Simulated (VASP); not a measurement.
A run of VASP 6.6.1 is set up as follows.

POSCAR

```
InSb
1.0
    0.0000000000      3.2790729685      3.2790729685
    3.2790729685      0.0000000000      3.2790729685
    3.2790729685      3.2790729685      0.0000000000
In Sb
1 1
Direct
    0.0000000000      0.0000000000      0.0000000000
    0.2500000000      0.2500000000      0.2500000000
```

File INCAR.step1:

```
SYSTEM = InSb
  PREC = Accurate
  ENCUT = 520
  ISMEAR = -1
  SIGMA = 0.1
  LREAL = .False.
  LASPH = .True.
  NELM = 80
  NBANDS = 16
  GGA = PE
  ALGO = Normal
  EDIFF = 1E-4
  LWAVE = .True.
  LCHARG = .False.
```

Contents of INCAR.step2:

```
SYSTEM = InSb
  PREC = Accurate
  ENCUT = 520
  EDIFF = 1E-7
  ISMEAR = -1
  SIGMA = 0.1
  LREAL = .False.
  LASPH = .True.
  NELM = 80
  ALGO = Normal
  ISIF = 2
  LWAVE = .False.
  LCHARG = .False.
  METAGGA = R2SCAN
  LMIXTAU = .True.
  NBANDS = 16
  ISTART = 1
```

Contents of KPOINTS:

```
regular mesh
0
Gamma
  9 9 9
  0 0 0
```

Potentials or basis: VASP PAW PBE potentials, release 64 (In_d, Sb).

The run is started by

```sh
$ cat potpaw_PBE.64/In_d/POTCAR potpaw_PBE.64/Sb/POTCAR > POTCAR
$ cp INCAR.step1 INCAR
$ mpirun -np 1 vasp_std > vasp.out
$ cp INCAR.step2 INCAR
$ mpirun -np 1 vasp_std > vasp.out
```

(1) What does it give for the pressure?

Results:

(1) 0.0 GPa.

Caveat: the PAW data sets were made with another functional, which shifts forces and pressure a little.
